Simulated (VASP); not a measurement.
# TiAl (Pm-3m) in VASP: notebook

The runs below take TiAl through single point, with PBE.

Everything below comes from runs of VASP 6.6.1. Logs are shortened: lines on timing, memory, paths and dates and some standing lists are left out, and cuts for length are marked.

### Step 1. The cell of the first run

It takes space group Pm-3m (No. 221, cubic). The conventional cell has a = 3.179 Å, b = 3.179 Å, c = 3.179 Å, α = 90.00°, β = 90.00°, γ = 90.00°. Within 3.6 Å of Ti (site symmetry m-3m) lie 8 Al at 2.75 Å and 6 Ti at 3.18 Å. Within 3.6 Å of Al (site symmetry m-3m) lie 8 Ti at 2.75 Å and 6 Al at 3.18 Å.

### Step 2. Single point, PBE

INCAR reads:

```
PREC = Accurate
ENCUT = 520
EDIFF = 1E-6
ISMEAR = 0
SIGMA = 0.022
LREAL = False
LASPH = True
NELM = 60
ALGO = Normal
ISIF = 2
LWAVE = False
LCHARG = False
GGA = PE
NBANDS = 14
```

KPOINTS reads:

```
regular mesh
0
Gamma
  8 8 8
```

POSCAR reads:

```
TiAl
1.0
    3.1790640000      0.0000000000      0.0000000000
    0.0000000000      3.1790640000      0.0000000000
    0.0000000000      0.0000000000      3.1790640000
Ti Al
1 1
Direct
    0.0000000000      0.0000000000      0.0000000000
    0.5000000000      0.5000000000      0.5000000000
```

Potentials or basis: VASP PAW PBE potentials, release 64 (Ti_sv, Al).

Started as:

```
$ cat potpaw_PBE.64/Ti_sv/POTCAR potpaw_PBE.64/Al/POTCAR > POTCAR
$ mpirun -np 1 vasp_std > vasp.out
```

OUTCAR:

```text
PREC = Accurate
   ENCUT = 520
   EDIFF = 1E-6
   ISMEAR = 0
   LREAL = False
   LASPH = True
   NELM = 60
   ISIF = 2
   GGA = PE

 ion  position               nearest neighbor table
   1  0.000  0.000  0.000-   2 2.75   2 2.75   2 2.75   2 2.75   2 2.75   2 2.75   2 2.75   2 2.75

   2  0.500  0.500  0.500-   1 2.75   1 2.75   1 2.75   1 2.75   1 2.75   1 2.75   1 2.75   1 2.75

  LATTYP: Found a simple cubic cell.
 ALAT       =     3.1790640000

  Lattice vectors:

 A1 = (   3.1790640000,   0.0000000000,   0.0000000000)
 A2 = (   0.0000000000,   3.1790640000,   0.0000000000)
 A3 = (   0.0000000000,   0.0000000000,   3.1790640000)

Analysis of symmetry for initial positions (statically):
=====================================================================
 Subroutine PRICEL returns:
 Original cell was already a primitive cell.

 Routine SETGRP: Setting up the symmetry group for a
 simple cubic supercell.

 Subroutine GETGRP returns: Found 48 space group operations
 (whereof 48 operations were pure point group operations)
 out of a pool of 48 trial point group operations.

The static configuration has the point symmetry O_h .

Analysis of symmetry for dynamics (positions and initial velocities):
=====================================================================
 Subroutine PRICEL returns:
 Original cell was already a primitive cell.

 Routine SETGRP: Setting up the symmetry group for a
 simple cubic supercell.

 Subroutine GETGRP returns: Found 48 space group operations
 (whereof 48 operations were pure point group operations)
 out of a pool of 48 trial point group operations.

The dynamic configuration has the point symmetry O_h .

 Subroutine INISYM returns: Found 48 space group operations
 (whereof 48 operations are pure point group operations),
 and found     1 'primitive' translations

----------------------------------------------------------------------------------------

                                     Primitive cell

  volume of cell :      32.1290

  direct lattice vectors                    reciprocal lattice vectors
     3.179064000  0.000000000  0.000000000     0.314557996  0.000000000  0.000000000
     0.000000000  3.179064000  0.000000000     0.000000000  0.314557996  0.000000000
     0.000000000  0.000000000  3.179064000     0.000000000  0.000000000  0.314557996

  length of vectors
     3.179064000  3.179064000  3.179064000     0.314557996  0.314557996  0.314557996

  position of ions in fractional coordinates (direct lattice)
     0.000000000  0.000000000  0.000000000
     0.500000000  0.500000000  0.500000000

  ion indices of the primitive-cell ions
   primitive index   ion index
                 1           1
                 2           2

----------------------------------------------------------------------------------------

 KPOINTS: regular mesh

Automatic generation of k-mesh.
 Grid dimensions read from file:
 generate k-points for:    8    8    8

 Generating k-lattice:

  Cartesian coordinates                     Fractional coordinates (reciprocal lattice)
     0.039319749  0.000000000  0.000000000     0.125000000  0.000000000  0.000000000
     0.000000000  0.039319749  0.000000000     0.000000000  0.125000000  0.000000000
     0.000000000  0.000000000  0.039319749     0.000000000  0.000000000  0.125000000

  Length of vectors
     0.039319749  0.039319749  0.039319749

  Shift w.r.t. Gamma in fractional coordinates (k-lattice)
     0.000000000  0.000000000  0.000000000

 Subroutine IBZKPT returns following result:
 ===========================================

 Found     35 irreducible k-points:

 Following reciprocal coordinates:
            Coordinates               Weight
  0.000000  0.000000  0.000000      1.000000
  0.125000  0.000000  0.000000      6.000000
  0.250000  0.000000  0.000000      6.000000
  0.375000  0.000000  0.000000      6.000000
  0.500000  0.000000  0.000000      3.000000
  0.125000  0.125000  0.000000     12.000000
[... 16 lines left out ...]
  0.375000  0.375000  0.125000     24.000000
  0.500000  0.375000  0.125000     24.000000
 [... further k-points ...]
   k-points           NKPTS =     35   k-points in BZ     NKDIM =     35   number of bands    NBANDS=     14
   number of dos      NEDOS =    301   number of ions     NIONS =      2
   total plane-waves  NPLWV =  13824
   dimension x,y,z NGX =    24 NGY =   24 NGZ =   24
   dimension x,y,z NGXF=    48 NGYF=   48 NGZF=   48
   ions per type =               1   1
   NGX,Y,Z   is equivalent  to a cutoff of  12.55, 12.55, 12.55 a.u.
   NGXF,Y,Z  is equivalent  to a cutoff of  25.10, 25.10, 25.10 a.u.
 SYSTEM =  unknown system
   PREC   = accura    normal or accurate (medium, high low for compatibility)
   ISTART =      0    job   : 0-new  1-cont  2-samecut
   ICHARG =      2    charge: 1-file 2-atom 10-const
   ISPIN  =      1    spin polarized calculation?
   LNONCOLLINEAR =      F non collinear calculations
   LSORBIT =      F    spin-orbit coupling
   LASPH  =      T    aspherical Exc in radial PAW
   ENCUT  =  520.0 eV  38.22 Ry    6.18 a.u.   5.91  5.91  5.91*2*pi/ulx,y,z
   NELM   =     60;   NELMIN=  2; NELMDL= -5     # of ELM steps
   EDIFF  = 0.1E-05   stopping-criterion for ELM
   LREAL  =      F    real-space projection
   EDIFFG = 0.1E-04   stopping-criterion for IOM
   NSW    =      0    number of steps for IOM
   IBRION =     -1    ionic relax: 0-MD 1-quasi-New 2-CG
   NFREE  =      0    steps in history (QN), initial steepest desc. (CG)
   ISIF   =      2    stress and relaxation
   ISYM   =      2    0-nonsym 1-usesym 2-fastsym
   POTIM  = 0.5000    time-step for ionic-motion
   TEBEG  =    0.0;   TEEND  =   0.0 temperature during run
   PSTRESS=    0.0 pullay stress
   NELECT =      15.0000    total number of electrons
   NUPDOWN=      -1.0000    fix difference up-down
   EMIN   =  10.00;   EMAX   =-10.00  energy-range for DOS
   EFERMI =   0.00;   METHOD = LEGACY
   ISMEAR =     0;   SIGMA  =   0.02  broadening in eV -4-tet -1-fermi 0-gaus
   EFERMI_NEDOS =   21; number of points for ismear=-14 and -15
   IALGO  =     38    algorithm
   IMIX   =      4    mixing-type and parameters
     AMIX     =   0.40;   BMIX     =  1.00
     AMIX_MAG =   1.60;   BMIX_MAG =  1.00
  volume/ion in A,a.u.               =      16.06       108.41
  Fermi-wavevector in a.u.,A,eV,Ry     =   1.270007  2.399964 21.945065  1.612917
  Thomas-Fermi vector in A             =   2.403017
   LORBIT       =      0    0 simple, 1 ext, 2 COOP (PROOUT), +10 PAW based schemes
   GGA     = PE    functional components
   LHFCALC =     F    Hartree Fock is set to
   AEXX    =    0.0000 exact exchange contribution
   IVDW    =     0    specifies the selected vdW correction
   LEPSILON=     F    determine dielectric tensor
   LRPA    =     F    only Hartree local field effects (RPA)
 non-spin polarized calculation
 Gauss-broadening in eV      SIGMA  =   0.02
  energy-cutoff  :      520.00
  volume of cell :       32.13
 maximum number of plane-waves:       912
 NGX is ok and might be reduce to    24
   NGX = 11   NGY = 11   NGZ = 11

 number of electron      14.9999994 magnetization

 Free energy of the ion-electron system (eV)
  ---------------------------------------------------
  ext. energy  EPLUGINS =         0.00000000
  ---------------------------------------------------
  free energy    TOTEN  =       -12.10151506 eV

  energy without entropy =      -12.10039583  energy(sigma->0) =      -12.10095544

 E-fermi :   8.7780     XC(G=0): -11.0859

 val. band max:        8.7597981804   @ k =   0.3750   0.1250   0.1250
 cond. band min:       8.7910536862   @ k =   0.3750   0.3750   0.2500
 fundamental gap:      0.0312555058
 Fermi energy:         8.7780384438

 k-point     1 :       0.0000    0.0000    0.0000
  band No.  band energies     occupation
      1     -48.1042      2.00000
      2     -24.3067      2.00000
      3     -24.3067      2.00000
      4     -24.3067      2.00000
      5      -0.4999      2.00000
      6       7.3439      2.00000
      7       7.3439      2.00000
      8      10.5943      0.00000
      9      10.5943      0.00000
     10      10.5943      0.00000
     11      13.1892      0.00000
     12      13.1892      0.00000
     13      13.1892      0.00000
     14      17.5751      0.00000

 k-point     2 :       0.1250    0.0000    0.0000
  band No.  band energies     occupation
      1     -48.1021      2.00000
      2     -24.3320      2.00000
      3     -24.3045      2.00000
      4     -24.3045      2.00000
      5      -0.2517      2.00000
      6       7.1908      2.00000
      7       7.4543      2.00000
      8      10.2115      0.00000
      9      10.2115      0.00000
     10      10.6233      0.00000
     11      12.3336      0.00000
     12      13.7557      0.00000
     13      13.7557      0.00000
     14      17.2520      0.00000

 k-point     3 :       0.2500    0.0000    0.0000
  band No.  band energies     occupation
      1     -48.0968      2.00000
      2     -24.3926      2.00000
      3     -24.2991      2.00000
      4     -24.2991      2.00000
      5       0.4715      2.00000
      6       6.4026      2.00000
      7       7.7446      2.00000
      8       9.5738      0.00000
      9       9.5738      0.00000
     10      10.6944      0.00000
     11      11.5267      0.00000
     12      14.9682      0.00000
     13      14.9682      0.00000
     14      16.4556      0.00000
[... 324 lines left out ...]
 k-point    23 :       0.3750    0.3750    0.1250
  band No.  band energies     occupation
      1     -48.0772      2.00000
      2     -24.4313      2.00000
      3     -24.4289      2.00000
      4     -24.3043      2.00000
      5       3.2547      2.00000
      6       6.1264      2.00000
      7       6.6398      2.00000
      8       8.4726      2.00000
      9       9.4987      0.00000
     10       9.7165      0.00000
     11      11.7627      0.00000
     12      13.2663      0.00000
     13      14.6809      0.00000
     14      15.9873      0.00000

 k-point    24 :       0.5000    0.3750    0.1250
  band No.  band energies     occupation
      1     -48.0751      2.00000
      2     -24.4536      2.00000
      3     -24.4268      2.00000
      4     -24.3019      2.00000
      5       3.7210      2.00000
      6       5.7629      2.00000
      7       6.8164      2.00000
      8       8.2023      2.00000
      9       9.6828      0.00000
     10       9.7063      0.00000
     11      11.6276      0.00000
     12      13.4496      0.00000
     13      13.8807      0.00000
     14      16.1867      0.00000

 [... further k-points ...]
[... 5 lines left out ...]
  --------------------------------------------------------------------------------------
  -------------------------------------------------------------------------------------
  Total        0.1310058      0.1310058      0.1310058      0.0000000      0.0000000     -0.0000000
  in kB        6.5328570      6.5328570      6.5328570      0.0000000      0.0000000     -0.0000000
  external PRESSURE =       6.5328570 kB  Pullay stress =       0.0000000 kB

 VOLUME and BASIS-vectors are now :
 -----------------------------------------------------------------------------
  energy-cutoff  :      520.00
  volume of cell :       32.13
      direct lattice vectors                 reciprocal lattice vectors
     3.179064000  0.000000000  0.000000000     0.314557996  0.000000000  0.000000000
     0.000000000  3.179064000  0.000000000     0.000000000  0.314557996  0.000000000
     0.000000000  0.000000000  3.179064000     0.000000000  0.000000000  0.314557996

 POSITION                                       TOTAL-FORCE (eV/Angst)
 -----------------------------------------------------------------------------------
      0.00000      0.00000      0.00000         0.000000      0.000000      0.000000
      1.58953      1.58953      1.58953         0.000000      0.000000      0.000000
 -----------------------------------------------------------------------------------
    total drift:                               -0.000000      0.000000      0.000000

  FREE ENERGIE OF THE ION-ELECTRON SYSTEM (eV)
  ---------------------------------------------------
  free  energy   TOTEN  =       -12.1015150551 eV

  energy  without entropy=      -12.1003958304  energy(sigma->0) =      -12.10095544
```

Run time: 4.6 s. Hardware: 1 thread of Intel Xeon 6975P-C (Granite Rapids), shared host; peak memory 0.14 GiB.

What came out:

| Item | Value |
| --- | --- |
| Free energy | -12.1015 eV |
| Pressure | 0.7 GPa |

### Step 3. Single point, PBE

INCAR reads:

```
PREC = Accurate
ENCUT = 520
EDIFF = 1E-6
ISMEAR = 0
SIGMA = 0.023
LREAL = F
LASPH = T
NELM = 60
ALGO = Normal
ISIF = 2
LWAVE = F
LCHARG = F
GGA = PE
NBANDS = 14
```

KPOINTS is that of step 2.

POSCAR is that of step 2.

Potentials or basis: VASP PAW PBE potentials, release 64 (Ti_sv, Al).

Started as:

```
$ cat potpaw_PBE.64/Ti_sv/POTCAR potpaw_PBE.64/Al/POTCAR > POTCAR
$ mpirun -np 1 vasp_std > vasp.out
```

It took 4.5 s on 1 thread of Intel Xeon 6975P-C (Granite Rapids), shared host; peak memory 0.14 GiB.

The run converged. Its results:

| Item | Value |
| --- | --- |
| Free energy | -12.1016 eV |
| Pressure | 0.7 GPa |

Levels at points of the mesh, in eV from the Fermi level:
| k point | band 5 | band 6 | band 7 | band 8 | band 9 | band 10 |
| --- | --- | --- | --- | --- | --- | --- |
| (0.00, 0.00, 0.00) | -9.28 | -1.43 | -1.43 | 1.82 | 1.82 | 1.82 |
| (0.50, 0.00, 0.00) | -6.04 | -5.19 | -0.54 | 0.16 | 0.16 | 2.02 |
| (0.50, 0.50, 0.00) | -5.01 | -2.11 | -2.11 | -1.46 | 0.72 | 0.72 |
| (0.50, 0.50, 0.50) | -3.09 | -3.09 | -3.09 | 0.62 | 2.80 | 2.80 |

### Step 4. Single point, PBE

INCAR reads:

```
SYSTEM = TiAl
ALGO = Normal
EDIFF = 1E-6
ENCUT = 520
GGA = PE
ISIF = 2
ISMEAR = 0
LASPH = .TRUE.
LCHARG = .FALSE.
LREAL = .FALSE.
LWAVE = .FALSE.
NBANDS = 14
NELM = 100
PREC = Accurate
SIGMA = 0.024
```

KPOINTS reads:

```
k-points
0
G
  8 8 8
  0 0 0
```

POSCAR is that of step 3.

Started as:

```
$ cat potpaw_PBE.64/Ti_sv/POTCAR potpaw_PBE.64/Al/POTCAR > POTCAR
$ mpirun -np 1 vasp_std > vasp.out
```

Run time: 4.3 s. Hardware: 1 thread of Intel Xeon 6975P-C (Granite Rapids), shared host; peak memory 0.14 GiB.

Results (log left out):

```
Free energy : -12.1016 eV
Pressure    : 0.7 GPa
```

Levels at points of the mesh, in eV from the Fermi level:
```tsv
k point	band 3	band 4	band 5	band 6	band 7	band 8	band 9	band 10	band 11	band 12
(0.00, 0.00, 0.00)	-33.09	-33.09	-9.28	-1.43	-1.43	1.82	1.82	1.82	4.41	4.41
(0.50, 0.00, 0.00)	-33.07	-33.07	-6.04	-5.19	-0.54	0.16	0.16	2.02	2.99	6.51
(0.50, 0.50, 0.00)	-33.23	-33.06	-5.01	-2.11	-2.11	-1.46	0.72	0.72	2.74	4.70
(0.50, 0.50, 0.50)	-33.21	-33.21	-3.09	-3.09	-3.09	0.62	2.80	2.80	2.92	2.92
```

### Step 5. Overview

| smearing | gap on the mesh (eV) | pressure (GPa) |
| --- | --- | --- |
| gaussian 0.022 eV | none | 0.7 |
| gaussian 0.023 eV | none | 0.7 |
| gaussian 0.024 eV | none | 0.7 |

Alike in all rows: task single point; level PBE; potentials or basis VASP PAW PBE potentials, release 64 (Ti_sv, Al); no spin polarisation; cell as given; k mesh 8 × 8 × 8; cutoff (eV) 520.

Every run on the cell as given and a fine mesh finds a metal.

Total energies depend on the potentials used, so only differences within one code and one set of settings carry meaning.
